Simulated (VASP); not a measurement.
Wanted: the native input for a VASP 6.6.1 run.

* Task: single point
* Functional: BLYP
* Dispersion: D3(BJ)
* Potentials or basis: VASP PAW PBE potentials, release 64 (Ge_d)
* Cutoff: 520 eV
* k mesh: 6 × 6 × 3
* Occupations: fermi-dirac, width 0.1 eV
* Spin: no spin polarisation
* Dipole correction: no
* Further INCAR settings: ALGO = Normal; EDIFF = 1e-07; NBANDS = 36

The structure of Ge lies in POSCAR:

```
Ge
1.0
    4.0366471171      0.0000000000      0.0000000000
   -2.0183235586      3.4958389496      0.0000000000
    0.0000000000      0.0000000000      6.6623776075
Ge
4
Direct
    0.6666666667      0.3333333333      0.0631059642
    0.3333333333      0.6666666667      0.5631059642
    0.6666666667      0.3333333333      0.4368940358
    0.3333333333      0.6666666667      0.9368940358
```

These files were run (other wordings do the same):

INCAR

```
SYSTEM = Ge
PREC     = Accurate       ! precision mode
ENCUT    = 520            ! plane-wave cutoff, eV
EDIFF    = 1E-7           ! SCF threshold, eV
ISMEAR   = -1             ! smearing method
SIGMA    = 0.1            ! smearing width, eV
LREAL    = .FALSE.        ! projectors in reciprocal space
LASPH    = .TRUE.         ! aspherical terms in the spheres
NELM     = 60             ! most SCF steps
ALGO     = Normal         ! electronic algorithm
ISIF     = 2              ! what is computed and relaxed
LWAVE    = .FALSE.        ! write WAVECAR
LCHARG   = .FALSE.        ! write CHGCAR
GGA      = B5             ! functional
ALDAX    = 1.0          
AGGAX    = 1.0          
AGGAC    = 1.0          
ALDAC    = 0.0          
IVDW     = 12             ! dispersion correction
VDW_S6   = 1.0          
VDW_S8   = 2.6996       
VDW_A1   = 0.4298       
VDW_A2   = 4.2359       
NBANDS   = 36             ! bands
```

KPOINTS

```
Automatic mesh
0
G
  6 6 3
  0 0 0
```

Potentials or basis: VASP PAW PBE potentials, release 64 (Ge_d).

The run is started by

```bash
$ cat potpaw_PBE.64/Ge_d/POTCAR > POTCAR
$ mpirun -np 1 vasp_std > vasp.out
```

It gave:

```yaml
Pressure: 0.2 GPa
Largest_force: 0.003 eV/Å
Band_gap_on_the_k_mesh: 0.25 eV, direct
Dispersion_energy_per_atom: -0.656 eV
```

Caveat: the PAW data sets were made with another functional, which shifts forces and pressure a little.

Run time: 65 s on 1 thread of Intel Xeon 6975P-C (shared host), peak memory 0.21 GiB.
